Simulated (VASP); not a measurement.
# Pd (Fm-3m) in VASP: notebook

Runs on Pd. Level: LDA. Tasks: single point.

Everything below comes from runs of VASP 6.6.1. Logs are shortened: lines on timing, memory, paths and dates and some standing lists are left out, and cuts for length are marked.

### Step 1. The cell of the first run

It takes space group Fm-3m (No. 225, cubic). The conventional cell has a = 3.845 Å, b = 3.845 Å, c = 3.845 Å, α = 90.00°, β = 90.00°, γ = 90.00°. Pd (site symmetry m-3m) has 12 Pd at 2.72 Å within 3.6 Å.

### Step 2. Single point, LDA

The input, INCAR:

```
PREC     = Accurate       # precision mode
ENCUT    = 520            # plane-wave cutoff, eV
EDIFF    = 1E-6           # SCF threshold, eV
ISMEAR   = 0              # smearing method
SIGMA    = 0.1            # smearing width, eV
LREAL    = False          # projectors in reciprocal space
LASPH    = True           # aspherical terms in the spheres
NELM     = 60             # most SCF steps
ALGO     = Fast           # electronic algorithm
ISIF     = 2              # what is computed and relaxed
LWAVE    = False          # write WAVECAR
LCHARG   = False          # write CHGCAR
GGA      = CA             # functional
NBANDS   = 11             # bands
```

The input, KPOINTS:

```
regular mesh
0
Gamma
  8 8 8
```

The input, POSCAR:

```
Pd
1.0
    0.0000000000      1.9225837208      1.9225837208
    1.9225837208      0.0000000000      1.9225837208
    1.9225837208      1.9225837208      0.0000000000
Pd
1
Direct
    0.0000000000      0.0000000000      0.0000000000
```

Potentials or basis: VASP PAW LDA potentials, release 64 (Pd).

Command:

```bash
cat potpaw_LDA.64/Pd/POTCAR > POTCAR
mpirun -np 1 vasp_std > vasp.out
```

OUTCAR:

```text
PREC = Accurate
   ENCUT = 520
   EDIFF = 1E-6
   ISMEAR = 0
   LREAL = False
   LASPH = True
   NELM = 60
   ISIF = 2
   GGA = CA

 ion  position               nearest neighbor table
   1  0.000  0.000  0.000-

  LATTYP: Found a face centered cubic cell.
 ALAT       =     3.8451674416

  Lattice vectors:

 A1 = (   0.0000000000,   1.9225837208,   1.9225837208)
 A2 = (   1.9225837208,   0.0000000000,   1.9225837208)
 A3 = (   1.9225837208,   1.9225837208,   0.0000000000)

Analysis of symmetry for initial positions (statically):
=====================================================================
 Subroutine PRICEL returns:
 Original cell was already a primitive cell.

 Routine SETGRP: Setting up the symmetry group for a
 face centered cubic supercell.

 Subroutine GETGRP returns: Found 48 space group operations
 (whereof 48 operations were pure point group operations)
 out of a pool of 48 trial point group operations.

The static configuration has the point symmetry O_h .

Analysis of symmetry for dynamics (positions and initial velocities):
=====================================================================
 Subroutine PRICEL returns:
 Original cell was already a primitive cell.

 Routine SETGRP: Setting up the symmetry group for a
 face centered cubic supercell.

 Subroutine GETGRP returns: Found 48 space group operations
 (whereof 48 operations were pure point group operations)
 out of a pool of 48 trial point group operations.

The dynamic configuration has the point symmetry O_h .

 Subroutine INISYM returns: Found 48 space group operations
 (whereof 48 operations are pure point group operations),
 and found     1 'primitive' translations

----------------------------------------------------------------------------------------

                                     Primitive cell

  volume of cell :      14.2130

  direct lattice vectors                    reciprocal lattice vectors
     0.000000000  1.922583721  1.922583721    -0.260066698  0.260066698  0.260066698
     1.922583721  0.000000000  1.922583721     0.260066698 -0.260066698  0.260066698
     1.922583721  1.922583721  0.000000000     0.260066698  0.260066698 -0.260066698

  length of vectors
     2.718943973  2.718943973  2.718943973     0.450448734  0.450448734  0.450448734

  position of ions in fractional coordinates (direct lattice)
     0.000000000  0.000000000  0.000000000

  ion indices of the primitive-cell ions
   primitive index   ion index
                 1           1

----------------------------------------------------------------------------------------

 KPOINTS: regular mesh

Automatic generation of k-mesh.
 Grid dimensions read from file:
 generate k-points for:    8    8    8

 Generating k-lattice:

  Cartesian coordinates                     Fractional coordinates (reciprocal lattice)
    -0.032508337  0.032508337  0.032508337     0.125000000  0.000000000  0.000000000
     0.032508337 -0.032508337  0.032508337     0.000000000  0.125000000  0.000000000
     0.032508337  0.032508337 -0.032508337     0.000000000  0.000000000  0.125000000

  Length of vectors
     0.056306092  0.056306092  0.056306092

  Shift w.r.t. Gamma in fractional coordinates (k-lattice)
     0.000000000  0.000000000  0.000000000

 Subroutine IBZKPT returns following result:
 ===========================================

 Found     29 irreducible k-points:

 Following reciprocal coordinates:
            Coordinates               Weight
  0.000000  0.000000  0.000000      1.000000
  0.125000  0.000000  0.000000      8.000000
  0.250000  0.000000  0.000000      8.000000
  0.375000  0.000000  0.000000      8.000000
  0.500000  0.000000  0.000000      4.000000
  0.125000  0.125000  0.000000      6.000000
[... 16 lines left out ...]
  0.500000  0.250000  0.125000     48.000000
 -0.375000  0.250000  0.125000     24.000000
 [... further k-points ...]
   k-points           NKPTS =     29   k-points in BZ     NKDIM =     29   number of bands    NBANDS=     11
   number of dos      NEDOS =    301   number of ions     NIONS =      1
   total plane-waves  NPLWV =   8000
   dimension x,y,z NGX =    20 NGY =   20 NGZ =   20
   dimension x,y,z NGXF=    40 NGYF=   40 NGZF=   40
   ions per type =               1
   NGX,Y,Z   is equivalent  to a cutoff of  12.23, 12.23, 12.23 a.u.
   NGXF,Y,Z  is equivalent  to a cutoff of  24.46, 24.46, 24.46 a.u.
 SYSTEM =  unknown system
   PREC   = accura    normal or accurate (medium, high low for compatibility)
   ISTART =      0    job   : 0-new  1-cont  2-samecut
   ICHARG =      2    charge: 1-file 2-atom 10-const
   ISPIN  =      1    spin polarized calculation?
   LNONCOLLINEAR =      F non collinear calculations
   LSORBIT =      F    spin-orbit coupling
   LASPH  =      T    aspherical Exc in radial PAW
   ENCUT  =  520.0 eV  38.22 Ry    6.18 a.u.   5.06  5.06  5.06*2*pi/ulx,y,z
   NELM   =     60;   NELMIN=  2; NELMDL= -5     # of ELM steps
   EDIFF  = 0.1E-05   stopping-criterion for ELM
   LREAL  =      F    real-space projection
   EDIFFG = 0.1E-04   stopping-criterion for IOM
   NSW    =      0    number of steps for IOM
   IBRION =     -1    ionic relax: 0-MD 1-quasi-New 2-CG
   NFREE  =      0    steps in history (QN), initial steepest desc. (CG)
   ISIF   =      2    stress and relaxation
   ISYM   =      2    0-nonsym 1-usesym 2-fastsym
   POTIM  = 0.5000    time-step for ionic-motion
   TEBEG  =    0.0;   TEEND  =   0.0 temperature during run
   PSTRESS=    0.0 pullay stress
   NELECT =      10.0000    total number of electrons
   NUPDOWN=      -1.0000    fix difference up-down
   EMIN   =  10.00;   EMAX   =-10.00  energy-range for DOS
   EFERMI =   0.00;   METHOD = LEGACY
   ISMEAR =     0;   SIGMA  =   0.10  broadening in eV -4-tet -1-fermi 0-gaus
   EFERMI_NEDOS =   21; number of points for ismear=-14 and -15
   IALGO  =     68    algorithm
   IMIX   =      4    mixing-type and parameters
     AMIX     =   0.40;   BMIX     =  1.00
     AMIX_MAG =   1.60;   BMIX_MAG =  1.00
  volume/ion in A,a.u.               =      14.21        95.91
  Fermi-wavevector in a.u.,A,eV,Ry     =   1.456061  2.751556 28.845898  2.120114
  Thomas-Fermi vector in A             =   2.573023
   LORBIT       =      0    0 simple, 1 ext, 2 COOP (PROOUT), +10 PAW based schemes
   GGA     = CA    functional components
   LHFCALC =     F    Hartree Fock is set to
   AEXX    =    0.0000 exact exchange contribution
   IVDW    =     0    specifies the selected vdW correction
   LEPSILON=     F    determine dielectric tensor
   LRPA    =     F    only Hartree local field effects (RPA)
 non-spin polarized calculation
 RMM-DIIS sequential band-by-band and
 Gauss-broadening in eV      SIGMA  =   0.10
  energy-cutoff  :      520.00
  volume of cell :       14.21
 maximum number of plane-waves:       392
   NGX = 11   NGY = 11   NGZ = 11

 number of electron      10.0000005 magnetization

 Free energy of the ion-electron system (eV)
  ---------------------------------------------------
  ext. energy  EPLUGINS =         0.00000000
  ---------------------------------------------------
  free energy    TOTEN  =        -6.47252167 eV

  energy without entropy =       -6.46003339  energy(sigma->0) =       -6.46627753

 E-fermi :  10.3541     XC(G=0): -13.7398

 val. band max:       10.3086446490   @ k =  -0.3750   0.3750   0.1250
 cond. band min:      10.3651018273   @ k =   0.5000   0.2500   0.0000
 fundamental gap:      0.0564571783
 Fermi energy:        10.3541439367

 k-point     1 :       0.0000    0.0000    0.0000
  band No.  band energies     occupation
      1       2.7106      2.00000
      2       7.2315      2.00000
      3       7.2315      2.00000
      4       7.2315      2.00000
      5       8.9753      2.00000
      6       8.9753      2.00000
      7      27.3795      0.00000
      8      32.3070      0.00000
      9      32.3070      0.00000
     10      32.3070      0.00000
     11      37.7047      0.00000

 k-point     2 :       0.1250    0.0000    0.0000
  band No.  band energies     occupation
      1       3.2766      2.00000
      2       7.0476      2.00000
      3       7.4157      2.00000
      4       7.4157      2.00000
      5       8.9012      2.00000
      6       8.9012      2.00000
      7      27.9129      0.00000
      8      29.6264      0.00000
      9      32.9974      0.00000
     10      32.9974      0.00000
     11      36.3957      0.00000

 k-point     3 :       0.2500    0.0000    0.0000
  band No.  band energies     occupation
      1       4.4472      2.00000
      2       7.1750      2.00000
      3       7.5456      2.00000
      4       7.5456      2.00000
      5       9.1295      2.00000
      6       9.1295      2.00000
      7      25.0252      0.00000
      8      28.5305      0.00000
      9      34.2624      0.00000
     10      34.2624      0.00000
     11      36.3742      0.00000

 k-point     4 :       0.3750    0.0000    0.0000
  band No.  band energies     occupation
      1       4.6999      2.00000
      2       7.3143      2.00000
      3       7.3143      2.00000
      4       9.1985      2.00000
      5       9.8708      2.00000
      6       9.8708      2.00000
      7      20.4924      0.00000
      8      27.3432      0.00000
      9      32.6348      0.00000
     10      32.6348      0.00000
     11      37.4739      0.00000
[... 239 lines left out ...]
 k-point    22 :       0.3750    0.2500    0.1250
  band No.  band energies     occupation
      1       5.4877      2.00000
      2       6.1400      2.00000
      3       7.2747      2.00000
      4       8.6046      2.00000
      5       8.8044      2.00000
      6      10.5519      0.00516
      7      25.5403      0.00000
      8      26.4528      0.00000
      9      29.8411      0.00000
     10      32.4345      0.00000
     11      36.3395      0.00000

 k-point    23 :       0.5000    0.2500    0.1250
  band No.  band energies     occupation
      1       5.6605      2.00000
      2       6.5888      2.00000
      3       7.0188      2.00000
      4       8.4082      2.00000
      5       9.7185      2.00000
      6      12.7905      0.00000
      7      21.1738      0.00000
      8      25.6460      0.00000
      9      27.8232      0.00000
     10      32.6024      0.00000
     11      36.3848      0.00000

 k-point    24 :      -0.3750    0.2500    0.1250
  band No.  band energies     occupation
      1       5.5975      2.00000
      2       6.3817      2.00000
      3       7.6412      2.00000
      4       8.1618      2.00000
      5      10.1183      1.99915
      6      15.1764      0.00000
      7      17.8231      0.00000
      8      26.1507      0.00000
      9      26.4848      0.00000
     10      31.6004      0.00000
     11      37.4052      0.00000

 [... further k-points ...]

------------------------ aborting loop because EDIFF is reached ----------------------------------------

  FORCE on cell =-STRESS in cart. coord.  units (eV):
  Direction    XX          YY          ZZ          XY          YZ          ZX
  --------------------------------------------------------------------------------------
  -------------------------------------------------------------------------------------
  Total        0.0222677      0.0222677      0.0222677     -0.0000000      0.0000000     -0.0000000
  in kB        2.5101532      2.5101532      2.5101532     -0.0000000      0.0000000     -0.0000000
  external PRESSURE =       2.5101532 kB  Pullay stress =       0.0000000 kB

 VOLUME and BASIS-vectors are now :
 -----------------------------------------------------------------------------
  energy-cutoff  :      520.00
  volume of cell :       14.21
      direct lattice vectors                 reciprocal lattice vectors
     0.000000000  1.922583721  1.922583721    -0.260066698  0.260066698  0.260066698
     1.922583721  0.000000000  1.922583721     0.260066698 -0.260066698  0.260066698
     1.922583721  1.922583721  0.000000000     0.260066698  0.260066698 -0.260066698

 POSITION                                       TOTAL-FORCE (eV/Angst)
 -----------------------------------------------------------------------------------
      0.00000      0.00000      0.00000         0.000000      0.000000      0.000000
 -----------------------------------------------------------------------------------
    total drift:                                0.000000      0.000000      0.000000

  FREE ENERGIE OF THE ION-ELECTRON SYSTEM (eV)
  ---------------------------------------------------
  free  energy   TOTEN  =        -6.4725216740 eV

  energy  without entropy=       -6.4600333932  energy(sigma->0) =       -6.46627753
```

It took 3.3 s on 1 thread of Intel Xeon 6975P-C (Granite Rapids), shared host; peak memory 0.11 GiB.

What came out:

```
Free energy            : -6.4725 eV
Pressure               : 0.3 GPa
Band gap on the k mesh : zero (band 5 reaches 10.61 eV, above the bottom of band 6 at 8.90 eV)
```

### Step 3. Single point, LDA

This run uses another cell than the first one, of 15.03 Å³/atom, 1.057 times its volume.

The input, INCAR:

```
SYSTEM = Pd
ALGO     = Normal         ! electronic algorithm
EDIFF    = 1E-6           ! SCF threshold, eV
ENCUT    = 520            ! plane-wave cutoff, eV
GGA      = CA             ! functional
ISIF     = 2              ! what is computed and relaxed
ISMEAR   = 0              ! smearing method
LASPH    = .True.         ! aspherical terms in the spheres
LCHARG   = .False.        ! write CHGCAR
LREAL    = .False.        ! projectors in reciprocal space
LWAVE    = .False.        ! write WAVECAR
NBANDS   = 11             ! bands
NELM     = 60             ! most SCF steps
PREC     = Accurate       ! precision mode
SIGMA    = 0.1            ! smearing width, eV
```

The input, KPOINTS:

```
k-points
0
Gamma
  8 8 8
  0 0 0
```

The input, POSCAR:

```
Pd
1.0
    0.0000000000      1.9586507900      1.9586507900
    1.9586507900      0.0000000000      1.9586507900
    1.9586507900      1.9586507900      0.0000000000
Pd
1
Direct
    0.0000000000      0.0000000000      0.0000000000
```

Potentials or basis: VASP PAW LDA potentials, release 64 (Pd).

Command:

```bash
cat potpaw_LDA.64/Pd/POTCAR > POTCAR
mpirun -np 1 vasp_std > vasp.out
```

It took 3.2 s on 1 thread of Intel Xeon 6975P-C (Granite Rapids), shared host; peak memory 0.13 GiB.

Results (log left out):

- Free energy: -6.4451 eV
- Pressure: -10.6 GPa
- Band gap on the k mesh: zero (band 5 reaches 9.60 eV, above the bottom of band 6 at 8.05 eV)

Levels at points of the mesh, in eV from the Fermi level:
```
           k point  band 3  band 4  band 5  band 6  band 7  band 8
(0.00, 0.00, 0.00)   -2.86   -2.86   -1.26   -1.26   17.02   21.63
(0.50, 0.00, 0.00)   -2.90   -0.08   -0.08    0.88    7.02   16.38
(0.50, 0.50, 0.00)   -0.11    0.22    0.22    3.15   10.43   12.86
```
